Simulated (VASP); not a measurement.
**Be2Te: single point with PBE**

Be2Te:

```
Be Te
1.0
     5.82359    0.00000    0.00000
     0.00000    5.82359    0.00000
     0.00000    0.00000    3.78793
Be Te
4 2
Direct
  0.29700 0.29700 0.00000
  0.20300 0.79700 0.50000
  0.70300 0.70300 0.00000
  0.79700 0.20300 0.50000
  0.00000 0.00000 0.00000
  0.50000 0.50000 0.50000
```

* Program: VASP 6.6.1
* Task: single point
* Functional: PBE
* Potentials or basis: VASP PAW PBE potentials, release 64 (Be, Te)
* Cutoff: 520 eV
* k mesh: 4 × 4 × 6
* Occupations: gaussian, width 0.1 eV
* Spin: no spin polarisation

The pressure is 0.2 GPa. The largest force is 0.054 eV/Å and the band gap on the k mesh is zero (band 10 reaches 5.41 eV, above the bottom of band 11 at 4.37 eV).

Forces in eV/Å, atoms in the order of the input:
```
Be   0.038  0.038  0.000
Be  -0.038  0.038  0.000
Be  -0.038 -0.038  0.000
Be   0.038 -0.038  0.000
Te   0.000  0.000  0.000
Te   0.000  0.000  0.000
```

Stress tensor (GPa, compression positive):
```
 0.45  0.00  0.00
 0.00  0.45  0.00
 0.00  0.00 -0.21
```

Levels at points of the mesh, in eV from the Fermi level:
```tsv
k point	band 6	band 7	band 8	band 9	band 10	band 11	band 12	band 13	band 14	band 15
(0.00, 0.00, 0.00)	-4.40	-3.51	-2.11	-2.11	-1.16	-0.74	1.30	1.52	2.33	2.33
(0.50, 0.00, 0.00)	-5.54	-2.90	-2.90	0.28	0.28	0.63	0.63	2.07	2.07	2.69
(0.50, 0.50, 0.00)	-3.98	-2.84	-2.84	-0.36	-0.36	1.77	1.77	1.84	1.84	2.00
(0.00, 0.00, 0.50)	-5.07	-4.54	-4.54	-0.11	-0.11	0.27	0.27	0.80	0.80	0.84
(0.50, 0.00, 0.50)	-4.94	-4.40	-4.40	-1.43	-1.43	-0.64	-0.64	2.23	2.23	2.87
(0.50, 0.50, 0.50)	-5.40	-5.00	-5.00	-0.16	-0.16	1.07	1.07	1.14	1.14	2.86
```

It took 23 s on 1 thread of AMD EPYC 9R45 96-Core Processor (Zen 5), with other jobs on the host, peak memory 0.23 GiB.

Caveat: spin-orbit coupling is left out, which moves the levels of the heavy elements.
